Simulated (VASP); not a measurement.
# ZnO (rock salt type) (Fm-3m) in VASP: a series of runs

Runs on ZnO (rock salt type). Level: PBE. Tasks: single point.

All numbers are computed with VASP 6.6.1; they aren't measurements. Logs are shortened: lines on timing, memory, paths and dates and some standing lists are left out, and cuts for length are marked.

**1. The cell of the first run**

Symmetry: Fm-3m, No. 225, cubic system. Conventional cell: a = 4.300 Å, b = 4.300 Å, c = 4.300 Å, α = 90.00°, β = 90.00°, γ = 90.00°. Within 2.8 Å of Zn (site symmetry m-3m) lie 6 O at 2.15 Å. Within 2.8 Å of O (site symmetry m-3m) lie 6 Zn at 2.15 Å.

**2. Single point, PBE**

File INCAR:

```
PREC = Accurate ; ENCUT = 520
EDIFF = 1E-6 ; ISMEAR = -1
SIGMA = 0.06122561905347299 ; LREAL = False
LASPH = True ; NELM = 60
ALGO = Normal ; ISIF = 2
LWAVE = False ; LCHARG = False
GGA = PE ; NBANDS = 16
```

File KPOINTS:

```
Automatic mesh
0
Gamma
  15 15 15
```

File POSCAR:

```
ZnO
1.0
    0.0000000000      2.1498827932      2.1498827932
    2.1498827932      0.0000000000      2.1498827932
    2.1498827932      2.1498827932      0.0000000000
Zn O
1 1
Direct
    0.0000000000      0.0000000000      0.0000000000
    0.5000000000      0.5000000000      0.5000000000
```

Potentials or basis: VASP PAW PBE potentials, release 64 (Zn, O).

Launch:

```
cat potpaw_PBE.64/Zn/POTCAR potpaw_PBE.64/O/POTCAR > POTCAR
mpirun -np 1 vasp_std > vasp.out
```

OUTCAR:

```text
PREC = Accurate
   ENCUT = 520
   EDIFF = 1E-6
   ISMEAR = -1
   LREAL = False
   LASPH = True
   NELM = 60
   ISIF = 2
   GGA = PE

 ion  position               nearest neighbor table
   1  0.000  0.000  0.000-   2 2.15   2 2.15   2 2.15   2 2.15   2 2.15   2 2.15
   2  0.500  0.500  0.500-   1 2.15   1 2.15   1 2.15   1 2.15   1 2.15   1 2.15

  LATTYP: Found a face centered cubic cell.
 ALAT       =     4.2997655864

  Lattice vectors:

 A1 = (   0.0000000000,   2.1498827932,   2.1498827932)
 A2 = (   2.1498827932,   0.0000000000,   2.1498827932)
 A3 = (   2.1498827932,   2.1498827932,   0.0000000000)

Analysis of symmetry for initial positions (statically):
=====================================================================
 Subroutine PRICEL returns:
 Original cell was already a primitive cell.

 Routine SETGRP: Setting up the symmetry group for a
 face centered cubic supercell.

 Subroutine GETGRP returns: Found 48 space group operations
 (whereof 48 operations were pure point group operations)
 out of a pool of 48 trial point group operations.

The static configuration has the point symmetry O_h .

Analysis of symmetry for dynamics (positions and initial velocities):
=====================================================================
 Subroutine PRICEL returns:
 Original cell was already a primitive cell.

 Routine SETGRP: Setting up the symmetry group for a
 face centered cubic supercell.

 Subroutine GETGRP returns: Found 48 space group operations
 (whereof 48 operations were pure point group operations)
 out of a pool of 48 trial point group operations.

The dynamic configuration has the point symmetry O_h .

 Subroutine INISYM returns: Found 48 space group operations
 (whereof 48 operations are pure point group operations),
 and found     1 'primitive' translations

----------------------------------------------------------------------------------------

                                     Primitive cell

  volume of cell :      19.8735

  direct lattice vectors                    reciprocal lattice vectors
     0.000000000  2.149882793  2.149882793    -0.232570818  0.232570818  0.232570818
     2.149882793  0.000000000  2.149882793     0.232570818 -0.232570818  0.232570818
     2.149882793  2.149882793  0.000000000     0.232570818  0.232570818 -0.232570818

  length of vectors
     3.040393404  3.040393404  3.040393404     0.402824473  0.402824473  0.402824473

  position of ions in fractional coordinates (direct lattice)
     0.000000000  0.000000000  0.000000000
     0.500000000  0.500000000  0.500000000

  ion indices of the primitive-cell ions
   primitive index   ion index
                 1           1
                 2           2

----------------------------------------------------------------------------------------

 KPOINTS: Automatic mesh

Automatic generation of k-mesh.
 Grid dimensions read from file:
 generate k-points for:   15   15   15

 Generating k-lattice:

  Cartesian coordinates                     Fractional coordinates (reciprocal lattice)
    -0.015504721  0.015504721  0.015504721     0.066666667  0.000000000  0.000000000
     0.015504721 -0.015504721  0.015504721     0.000000000  0.066666667  0.000000000
     0.015504721  0.015504721 -0.015504721     0.000000000  0.000000000  0.066666667

  Length of vectors
     0.026854965  0.026854965  0.026854965

  Shift w.r.t. Gamma in fractional coordinates (k-lattice)
     0.000000000  0.000000000  0.000000000

 Subroutine IBZKPT returns following result:
 ===========================================

 Found    120 irreducible k-points:

 Following reciprocal coordinates:
            Coordinates               Weight
  0.000000  0.000000  0.000000      1.000000
  0.066667  0.000000  0.000000      8.000000
  0.133333  0.000000  0.000000      8.000000
  0.200000  0.000000  0.000000      8.000000
  0.266667  0.000000  0.000000      8.000000
  0.333333  0.000000  0.000000      8.000000
[... 16 lines left out ...]
  0.133333  0.133333  0.000000      6.000000
  0.200000  0.133333  0.000000     24.000000
 [... further k-points ...]
   k-points           NKPTS =    120   k-points in BZ     NKDIM =    120   number of bands    NBANDS=     16
   number of dos      NEDOS =    301   number of ions     NIONS =      2
   total plane-waves  NPLWV =  13824
   dimension x,y,z NGX =    24 NGY =   24 NGZ =   24
   dimension x,y,z NGXF=    48 NGYF=   48 NGZF=   48
   ions per type =               1   1
   NGX,Y,Z   is equivalent  to a cutoff of  13.12, 13.12, 13.12 a.u.
   NGXF,Y,Z  is equivalent  to a cutoff of  26.25, 26.25, 26.25 a.u.
 SYSTEM =  unknown system
   PREC   = accura    normal or accurate (medium, high low for compatibility)
   ISTART =      0    job   : 0-new  1-cont  2-samecut
   ICHARG =      2    charge: 1-file 2-atom 10-const
   ISPIN  =      1    spin polarized calculation?
   LNONCOLLINEAR =      F non collinear calculations
   LSORBIT =      F    spin-orbit coupling
   LASPH  =      T    aspherical Exc in radial PAW
   ENCUT  =  520.0 eV  38.22 Ry    6.18 a.u.   5.65  5.65  5.65*2*pi/ulx,y,z
   NELM   =     60;   NELMIN=  2; NELMDL= -5     # of ELM steps
   EDIFF  = 0.1E-05   stopping-criterion for ELM
   LREAL  =      F    real-space projection
   EDIFFG = 0.1E-04   stopping-criterion for IOM
   NSW    =      0    number of steps for IOM
   IBRION =     -1    ionic relax: 0-MD 1-quasi-New 2-CG
   NFREE  =      0    steps in history (QN), initial steepest desc. (CG)
   ISIF   =      2    stress and relaxation
   ISYM   =      2    0-nonsym 1-usesym 2-fastsym
   POTIM  = 0.5000    time-step for ionic-motion
   TEBEG  =    0.0;   TEEND  =   0.0 temperature during run
   PSTRESS=    0.0 pullay stress
   NELECT =      18.0000    total number of electrons
   NUPDOWN=      -1.0000    fix difference up-down
   EMIN   =  10.00;   EMAX   =-10.00  energy-range for DOS
   EFERMI =   0.00;   METHOD = LEGACY
   ISMEAR =    -1;   SIGMA  =   0.06  broadening in eV -4-tet -1-fermi 0-gaus
   EFERMI_NEDOS =   21; number of points for ismear=-14 and -15
   IALGO  =     38    algorithm
   IMIX   =      4    mixing-type and parameters
     AMIX     =   0.40;   BMIX     =  1.00
     AMIX_MAG =   1.60;   BMIX_MAG =  1.00
  volume/ion in A,a.u.               =       9.94        67.06
  Fermi-wavevector in a.u.,A,eV,Ry     =   1.583948  2.993227 34.135532  2.508891
  Thomas-Fermi vector in A             =   2.683640
   LORBIT       =      0    0 simple, 1 ext, 2 COOP (PROOUT), +10 PAW based schemes
   GGA     = PE    functional components
   LHFCALC =     F    Hartree Fock is set to
   AEXX    =    0.0000 exact exchange contribution
   IVDW    =     0    specifies the selected vdW correction
   LEPSILON=     F    determine dielectric tensor
   LRPA    =     F    only Hartree local field effects (RPA)
 non-spin polarized calculation
  energy-cutoff  :      520.00
  volume of cell :       19.87
 maximum number of plane-waves:       547
   NGX = 11   NGY = 11   NGZ = 11

 number of electron      18.0000012 magnetization

 Free energy of the ion-electron system (eV)
  ---------------------------------------------------
  ext. energy  EPLUGINS =         0.00000000
  ---------------------------------------------------
  free energy    TOTEN  =        -8.62415510 eV

  energy without entropy =       -8.62414745  energy(sigma->0) =       -8.62415127

 E-fermi :   3.1386     XC(G=0): -12.2158

 val. band max:        2.5788426522   @ k =   0.4667   0.0000   0.0000
 cond. band min:       3.4050672245   @ k =   0.0000   0.0000   0.0000
 fundamental gap:      0.8262245724
 Fermi energy:         3.1386471913

 k-point     1 :       0.0000    0.0000    0.0000
  band No.  band energies     occupation
      1     -15.8766      2.00000
      2      -2.2427      2.00000
      3      -2.2427      2.00000
      4      -2.2427      2.00000
      5      -2.0337      2.00000
      6      -2.0337      2.00000
[... 8 lines left out ...]
     15      21.7965      0.00000
     16      21.7965      0.00000

 k-point     2 :       0.0667    0.0000    0.0000
  band No.  band energies     occupation
      1     -15.8283      2.00000
      2      -2.2736      2.00000
      3      -2.2406      2.00000
      4      -2.2406      2.00000
      5      -2.0828      2.00000
      6      -2.0828      2.00000
[... 8 lines left out ...]
     15      21.8602      0.00000
     16      21.8603      0.00000

 k-point     3 :       0.1333    0.0000    0.0000
  band No.  band energies     occupation
      1     -15.6883      2.00000
      2      -2.3971      2.00000
      3      -2.3168      2.00000
      4      -2.3168      2.00000
      5      -2.1270      2.00000
      6      -2.1270      2.00000
[... 8 lines left out ...]
     15      22.1978      0.00000
     16      22.1978      0.00000

 k-point     4 :       0.2000    0.0000    0.0000
  band No.  band energies     occupation
      1     -15.4720      2.00000
      2      -2.7049      2.00000
      3      -2.5176      2.00000
      4      -2.5176      2.00000
      5      -2.0772      2.00000
      6      -2.0772      2.00000
[... 8 lines left out ...]
     15      22.8327      0.00000
     16      22.8327      0.00000

 k-point     5 :       0.2667    0.0000    0.0000
  band No.  band energies     occupation
      1     -15.2069      2.00000
      2      -3.2380      2.00000
      3      -2.7372      2.00000
      4      -2.7372      2.00000
      5      -2.0027      2.00000
      6      -2.0027      2.00000
[... 8 lines left out ...]
     15      23.7167      0.00000
     16      23.7167      0.00000

 k-point     6 :       0.3333    0.0000    0.0000
  band No.  band energies     occupation
      1     -14.9329      2.00000
      2      -3.8478      2.00000
      3      -2.9293      2.00000
      4      -2.9293      2.00000
      5      -1.9279      2.00000
      6      -1.9279      2.00000
[... 8 lines left out ...]
     15      24.7930      0.00000
     16      24.7930      0.00000

 k-point     7 :       0.4000    0.0000    0.0000
  band No.  band energies     occupation
      1     -14.7026      2.00000
      2      -4.3521      2.00000
      3      -3.0691      2.00000
      4      -3.0691      2.00000
      5      -1.8682      2.00000
      6      -1.8682      2.00000
[... 8 lines left out ...]
     15      25.9507      0.00000
     16      25.9507      0.00000

 k-point     8 :       0.4667    0.0000    0.0000
  band No.  band energies     occupation
      1     -14.5690      2.00000
      2      -4.6339      2.00000
      3      -3.1424      2.00000
      4      -3.1424      2.00000
      5      -1.8351      2.00000
      6      -1.8351      2.00000
[... 8 lines left out ...]
     15      26.8822      0.00000
     16      26.8822      0.00000

 k-point     9 :       0.0667    0.0667    0.0000
  band No.  band energies     occupation
      1     -15.8125      2.00000
      2      -2.2605      2.00000
      3      -2.2435      2.00000
      4      -2.2435      2.00000
      5      -2.1871      2.00000
      6      -2.0253      2.00000
[... 8 lines left out ...]
     15      22.7771      0.00000
     16      23.0179      0.00000
[... 172 lines left out ...]
 k-point    19 :      -0.2667    0.0667    0.0000
  band No.  band energies     occupation
      1     -15.0871      2.00000
      2      -3.4663      2.00000
      3      -2.8630      2.00000
      4      -2.7309      2.00000
      5      -2.0169      2.00000
      6      -1.9276      2.00000
[... 8 lines left out ...]
     15      23.1663      0.00000
     16      25.0197      0.00000

 k-point    20 :      -0.2000    0.0667    0.0000
  band No.  band energies     occupation
      1     -15.3539      2.00000
      2      -2.9265      2.00000
      3      -2.6633      2.00000
      4      -2.5329      2.00000
      5      -2.0980      2.00000
      6      -1.9887      2.00000
[... 8 lines left out ...]
     15      22.1377      0.00000
     16      24.2229      0.00000

 k-point    21 :      -0.1333    0.0667    0.0000
  band No.  band energies     occupation
      1     -15.5853      2.00000
      2      -2.5233      2.00000
      3      -2.4423      2.00000
      4      -2.3831      2.00000
      5      -2.1681      2.00000
      6      -2.0394      2.00000
[... 8 lines left out ...]
     15      21.9253      0.00000
     16      23.5346      0.00000

 k-point    22 :      -0.0667    0.0667    0.0000
  band No.  band energies     occupation
      1     -15.7497      2.00000
      2      -2.3064      2.00000
      3      -2.3029      2.00000
      4      -2.2352      2.00000
      5      -2.2163      2.00000
      6      -2.0622      2.00000
[... 8 lines left out ...]
     15      21.7513      0.00000
     16      22.8925      0.00000

 k-point    23 :       0.1333    0.1333    0.0000
  band No.  band energies     occupation
      1     -15.6310      2.00000
      2      -2.5956      2.00000
      3      -2.3109      2.00000
      4      -2.2381      2.00000
      5      -2.2381      2.00000
      6      -2.0014      2.00000
[... 8 lines left out ...]
     15      25.0314      0.00000
     16      25.0314      0.00000

 k-point    24 :       0.2000    0.1333    0.0000
  band No.  band energies     occupation
      1     -15.4771      2.00000
      2      -2.8640      2.00000
      3      -2.3901      2.00000
      4      -2.2746      2.00000
      5      -2.2028      2.00000
      6      -1.9877      2.00000
[... 8 lines left out ...]
     15      25.0107      0.00000
     16      25.6934      0.00000

 [... further k-points ...]

------------------------ aborting loop because EDIFF is reached ----------------------------------------

  FORCE on cell =-STRESS in cart. coord.  units (eV):
  Direction    XX          YY          ZZ          XY          YZ          ZX
  --------------------------------------------------------------------------------------
  -------------------------------------------------------------------------------------
  Total        0.5816415      0.5816415      0.5816415     -0.0000000      0.0000000     -0.0000000
  in kB       46.8912333     46.8912333     46.8912333     -0.0000000      0.0000000     -0.0000000
  external PRESSURE =      46.8912333 kB  Pullay stress =       0.0000000 kB

 VOLUME and BASIS-vectors are now :
 -----------------------------------------------------------------------------
  energy-cutoff  :      520.00
  volume of cell :       19.87
      direct lattice vectors                 reciprocal lattice vectors
     0.000000000  2.149882793  2.149882793    -0.232570818  0.232570818  0.232570818
     2.149882793  0.000000000  2.149882793     0.232570818 -0.232570818  0.232570818
     2.149882793  2.149882793  0.000000000     0.232570818  0.232570818 -0.232570818

 POSITION                                       TOTAL-FORCE (eV/Angst)
 -----------------------------------------------------------------------------------
      0.00000      0.00000      0.00000         0.000000      0.000000      0.000000
      2.14988      2.14988      2.14988         0.000000      0.000000      0.000000
 -----------------------------------------------------------------------------------
    total drift:                                0.000000     -0.000000     -0.000000

  FREE ENERGIE OF THE ION-ELECTRON SYSTEM (eV)
  ---------------------------------------------------
  free  energy   TOTEN  =        -8.6241550970 eV

  energy  without entropy=       -8.6241474488  energy(sigma->0) =       -8.62415127
```

It took 18 s on 1 thread of Intel Xeon Platinum 8375C at 2.90GHz (Ice Lake), shared host; peak memory 0.16 GiB.

What came out:

| Quantity | Value |
| --- | --- |
| Free energy | -8.6242 eV |
| Pressure | 4.7 GPa |
| Band gap on the k mesh | 0.83 eV, indirect (least direct gap 2.13 eV) |

A k mesh can miss the band edges.

**3. Single point, PBE**

This run uses another cell than the first one, of 10.14 Å³/atom, 1.020 times its volume.

File INCAR:

```
SYSTEM = ZnO
PREC = Accurate
ENCUT = 520
EDIFF = 1E-7
ISMEAR = -1
SIGMA = 0.06122561905347299
LREAL = .False.
LASPH = .True.
NELM = 80
ALGO = Normal
ISIF = 2
LWAVE = .False.
LCHARG = .False.
GGA = PE
NBANDS = 16
```

File KPOINTS:

```
Automatic mesh
0
Gamma
  15 15 15
  0 0 0
```

File POSCAR:

```
ZnO
1.0
    0.0000000000      2.1644094689      2.1644094689
    2.1644094689      0.0000000000      2.1644094689
    2.1644094689      2.1644094689      0.0000000000
Zn O
1 1
Direct
    0.0000000000      0.0000000000      0.0000000000
    0.5000000000      0.5000000000      0.5000000000
```

Potentials or basis: VASP PAW PBE potentials, release 64 (Zn, O).

Launch:

```
cat potpaw_PBE.64/Zn/POTCAR potpaw_PBE.64/O/POTCAR > POTCAR
mpirun -np 1 vasp_std > vasp.out
```

Run time: 20 s. Hardware: 1 thread of Intel Xeon Platinum 8375C at 2.90GHz (Ice Lake), shared host; peak memory 0.16 GiB.

Results (log left out):

* Free energy: -8.6319 eV
* Pressure: 1.1 GPa
* Band gap on the k mesh: 0.74 eV, indirect (least direct gap 1.97 eV)

Levels at points of the mesh, in eV from the valence-band top:
```csv
k point,band 7,band 8,band 9,band 10,band 11,band 12
"(0.00, 0.00, 0.00)",-1.23,-1.23,-1.23,0.74,17.79,17.79
```

A k mesh can miss the band edges. A hybrid or GW would open this gap; PBE tends to underestimate it.

**4. Single point, PBE**

This run uses another cell than the first one, of 10.34 Å³/atom, 1.041 times its volume.

File INCAR:

```
SYSTEM = ZnO
ALGO = Normal ; EDIFF = 1E-6
ENCUT = 520 ; GGA = PE
ISIF = 2 ; ISMEAR = -1
LASPH = .True. ; LCHARG = .False.
LREAL = .False. ; LWAVE = .False.
NBANDS = 16 ; NELM = 60
PREC = Accurate ; SIGMA = 0.06122561905347299
```

File KPOINTS:

```
k-points
0
Gamma
  15 15 15
  0 0 0
```

File POSCAR:

```
ZnO
1.0
    0.0000000000      2.1787437242      2.1787437242
    2.1787437242      0.0000000000      2.1787437242
    2.1787437242      2.1787437242      0.0000000000
Zn O
1 1
Direct
    0.0000000000      0.0000000000      0.0000000000
    0.5000000000      0.5000000000      0.5000000000
```

Launch:

```
cat potpaw_PBE.64/Zn/POTCAR potpaw_PBE.64/O/POTCAR > POTCAR
mpirun -np 1 vasp_std > vasp.out
```

Wall time 18 s (1 thread of Intel Xeon Platinum 8375C at 2.90GHz (Ice Lake), shared host); peak memory 0.16 GiB.

Results (log left out):

| Quantity | Value |
| --- | --- |
| Free energy | -8.6309 eV |
| Pressure | -2.2 GPa |
| Band gap on the k mesh | 0.65 eV, indirect (least direct gap 1.81 eV) |

Levels at points of the mesh, in eV from the valence-band top:
```
           k point  band 6  band 7  band 8  band 9  band 10  band 11  band 12  band 13
(0.00, 0.00, 0.00)   -4.57   -1.16   -1.16   -1.16     0.65    17.67    17.67    17.67
```

A k mesh can miss the band edges.

**5. Summary**

| cell | gap on the mesh (eV) | pressure (GPa) |
| --- | --- | --- |
| a = 3.040 Å, angles 60.0°, 2 atoms | 0.83 | 4.7 |
| a = 3.061 Å, angles 60.0°, 2 atoms | 0.74 | 1.1 |
| a = 3.081 Å, angles 60.0°, 2 atoms | 0.65 | -2.2 |

Alike in all rows: task single point; level PBE; potentials or basis VASP PAW PBE potentials, release 64 (Zn, O); no spin polarisation; k mesh 15 × 15 × 15; cutoff (eV) 520; smearing fermi-dirac 0.0612256 eV.

Absolute energies hang on the potentials; compare differences alone.
